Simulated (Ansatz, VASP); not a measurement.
# One calculation of BN, two programs

```
B N
1.0
     0.00000    3.49532    2.16609
     1.25163    0.00000    2.16609
     1.25163    3.49532    0.00000
B N
1 1
Direct
  0.00005 0.00005 0.99995
  0.66665 0.66665 0.33335
```

Alike in both runs: task relaxation of cell and atoms; functional PBE; k mesh 6 × 6 × 6; occupations gaussian, width 0.02 eV; no spin polarisation.

|  | VASP | Ansatz |
| --- | --- | --- |
| version | VASP 6.6.1 | Ansatz 0.2.0 |
| potentials or method | VASP PAW PBE potentials, release 64 (B_h, N_h), cutoff 1330 eV | scalar-relativistic, plane waves, PAW |
| valence electrons in the cell | 8 | 8 |

VASP gave:

| Item | Value |
| --- | --- |
| gap on the k mesh at the Fermi level, each at its own relaxed structure (eV) | 4.36 |
| relaxed volume (Å³/atom) | 11.34 |
| relaxed length of the cell vector where the two differ most in proportion (Å) | 4.338 |

Question: Estimate Ansatz's values.

Answer: gap on the k mesh at the Fermi level, each at its own relaxed structure (eV): 4.34; relaxed volume (Å³/atom): 11.54; relaxed length of the cell vector where the two differ most in proportion (Å): 4.407.

The k mesh is coarse, so the values compare programs but aren't converged. Noted on VASP's run: the volume moved by over 15 % at a fixed basis, so the end points are rough.
